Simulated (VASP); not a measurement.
Set up this calculation in VASP 6.6.1, as the native input.

```
Task                   : relaxation of cell and atoms
Functional             : PBE
Potentials or basis    : VASP PAW PBE potentials, release 64 (Sn_d, Se)
Cutoff                 : 500 eV
k mesh                 : 6 × 6 × 6
Occupations            : fermi-dirac, width 0.02 eV
Spin                   : no spin polarisation
Target pressure        : 10 GPa
Dipole correction      : no
Further INCAR settings : ALGO = Normal; EDIFF = 1e-07; IBRION = 2; EDIFFG = -0.02; NSW = 80; ISIF = 3
```

The structure of SnSe2 lies in POSCAR:

```
SnSe2
1.0
    0.0000000000      3.2250000000      3.2250000000
    3.2250000000      0.0000000000      3.2250000000
    3.2250000000      3.2250000000      0.0000000000
Sn Se
1 2
Direct
    0.0000000000      0.0000000000      0.0000000000
    0.2500000000      0.2500000000      0.2500000000
    0.7500000000      0.7500000000      0.7500000000
```

These files were run (other wordings do the same):

INCAR

```
SYSTEM = SnSe2
  ALGO = Normal
  EDIFF = 1E-7
  EDIFFG = -0.02
  ENCUT = 500
  GGA = PE
  GGA_COMPAT = .FALSE.
  IBRION = 2
  ISIF = 3
  ISMEAR = -1
  LASPH = .TRUE.
  LCHARG = .FALSE.
  LREAL = .FALSE.
  LWAVE = .FALSE.
  NELM = 120
  NELMIN = 4
  NSW = 80
  PREC = Accurate
  PSTRESS = 100.0
  SIGMA = 0.02
```

KPOINTS

```
k-points
0
G
  6 6 6
  0 0 0
```

Potentials or basis: VASP PAW PBE potentials, release 64 (Sn_d, Se).

Launch:

```bash
$ cat potpaw_PBE.64/Sn_d/POTCAR potpaw_PBE.64/Se/POTCAR > POTCAR
$ mpirun -np 1 vasp_std > vasp.out
```

It gave:

```json
{
 "Relaxed volume": "23.47 Å³/atom",
 "Relaxed cell": "a = 4.635 Å, b = 4.635 Å, c = 4.635 Å, α = 60.00°, β = 60.00°, γ = 60.00°",
 "Space group after relaxing (to 0.1 Å)": "Fm-3m (No. 225)",
 "Energy change on relaxing (the run minimises the enthalpy)": "-84.9 meV/atom",
 "Ionic steps": "3",
 "Pressure after relaxing": "10.0 GPa",
 "Band gap on the k mesh": "zero (bands 13 and 14 overlap by 2.12 eV)"
}
```

Caveat: the cell is relaxed towards a set pressure, so the run minimises the enthalpy, not the energy; spin-orbit coupling is left out, which moves the levels of the heavy elements.

It took 25 s on 1 thread of Intel(R) Xeon(R) 6975P-C (Granite Rapids), with other jobs on the host, peak memory 0.21 GiB.
